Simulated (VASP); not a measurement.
# CaHfS2: single point with PBE

CaHfS2:

```
CELL_PARAMETERS angstrom
4.39712 0.00000 0.00000
0.00000 4.39712 0.00000
0.00000 0.00000 7.05239
ATOMIC_POSITIONS crystal
Ca 0.50000 0.50000 0.50000
Hf 0.00000 0.00000 0.50000
S 0.50000 0.50000 0.85860
S 0.50000 0.50000 0.14140
```

The cell was built from a structure type or drawn by symmetry, and may not be a known phase.

* Program: VASP 6.6.1
* Task: single point
* Functional: PBE
* Potentials or basis: VASP PAW PBE potentials, release 64 (Ca_sv, Hf_pv, S)
* Cutoff: 520 eV
* k mesh: 4 × 4 × 4
* Occupations: gaussian, width 0.1 eV
* Spin: no spin polarisation
* Dipole correction: no
* Further INCAR settings: ALGO = Normal; EDIFF = 1e-06; NBANDS = 24

```yaml
Pressure: -0.1 GPa
Largest_force: 0.190 eV/Å
Band_gap_on_the_k_mesh: zero (bands 16 and 17 overlap by 0.32 eV)
```

Forces on the atoms (eV/Å):
```
Ca   0.000  0.000  0.000
Hf   0.000  0.000  0.000
S    0.000  0.000  0.190
S    0.000  0.000 -0.190
```

Stress tensor (GPa, compression positive):
```
-0.08  0.00  0.00
 0.00 -0.08  0.00
 0.00  0.00 -0.28
```

Levels at points of the mesh, in eV from the Fermi level:
```tsv
k point	band 14	band 15	band 16	band 17	band 18	band 19
(0.00, 0.00, 0.00)	-1.26	-1.08	-1.08	-0.21	0.14	1.13
(0.50, 0.00, 0.00)	-1.57	-0.69	0.05	0.07	0.41	0.67
(0.50, 0.50, 0.00)	-1.99	-1.22	-0.45	0.38	1.00	1.00
(0.00, 0.00, 0.50)	-1.26	-0.54	-0.54	-0.21	0.24	0.61
(0.50, 0.00, 0.50)	-0.62	-0.27	-0.21	0.27	0.75	0.86
(0.50, 0.50, 0.50)	-1.44	-1.17	-0.60	-0.01	-0.01	0.45
```

Wall time 2 min on 1 thread of Intel Xeon 8259CL, on a shared host, peak memory 0.28 GiB.

Caveat: spin-orbit coupling is left out, which moves the levels of the heavy elements.
